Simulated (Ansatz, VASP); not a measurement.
Ag2Pt: VASP beside Ansatz

```
CELL_PARAMETERS angstrom
0.00000 2.98441 2.98441
2.98441 0.00000 2.98441
2.98441 2.98441 0.00000
ATOMIC_POSITIONS crystal
Ag 0.25000 0.25000 0.25000
Ag 0.75000 0.75000 0.75000
Pt 0.00000 0.00000 0.00000
```

Alike in both runs: task relaxation of cell and atoms; functional PBE; k mesh 6 × 6 × 6; occupations gaussian, width 0.1 eV; no spin polarisation.

|  | VASP | Ansatz |
| --- | --- | --- |
| version | VASP 6.6.1 | Ansatz 0.2.0 |
| potentials or method | VASP PAW PBE potentials, release 64 (Ag, Pt), cutoff 600 eV | scalar-relativistic, plane waves, PAW |
| valence electrons in the cell | 32 | 56 |

Ansatz gave:

```
gap on the k mesh at the Fermi level, each at its own relaxed structure (eV) : none
relaxed volume (Å³/atom)                                                     : 20.56
relaxed cell length with the largest relative difference (Å)                 : 4.435
```

Q: What did VASP give for the same quantities?

A: gap on the k mesh at the Fermi level, each at its own relaxed structure (eV): none; relaxed volume (Å³/atom): 20.60; relaxed cell length with the largest relative difference (Å): 4.438.

A gap of «none» marks a metal or a gap that the smearing closes. VASP's potentials hold 32 valence electrons a cell and Ansatz's 56, so a difference there can come from the potentials and not from the codes.

Neither program's run includes spin-orbit coupling. Noted on VASP's run: the volume moved by over 15 % at a fixed basis, so the end points are rough.
